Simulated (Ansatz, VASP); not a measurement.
**Si5O: VASP beside Ansatz**

```
Si O
1.0
     6.68396    0.00000    0.00000
    -3.34198    5.78848    0.00000
     0.00000    0.00000    2.55962
Si O
5 1
Direct
  0.72361 0.00000 0.00000
  0.00000 0.72361 0.00000
  0.27639 0.27639 0.00000
  0.33333 0.66667 0.00000
  0.66667 0.33333 0.00000
  0.00000 0.00000 0.00000
```

Alike in both runs: task relaxation of cell and atoms; functional PBE; k mesh 6 × 6 × 14; occupations gaussian, width 0.1 eV; no spin polarisation.

|  | VASP | Ansatz |
| --- | --- | --- |
| version | VASP 6.6.1 | Ansatz 0.2.0 |
| potentials or method | VASP PAW PBE potentials, release 64 (Si, O), cutoff 600 eV | scalar-relativistic, plane waves, PAW |
| valence electrons in the cell | 26 | 26 |

```csv
,VASP,Ansatz,Ansatz less VASP
"gap on the k mesh at the Fermi level, each at its own relaxed structure (eV)",none,none,-
relaxed volume (Å³/atom),16.49,16.52,+0.026
relaxed length of the cell vector where the two differ most in proportion (Å),2.606,2.607,+0.0016
```

A gap of «none» marks a metal or a gap that the smearing closes.
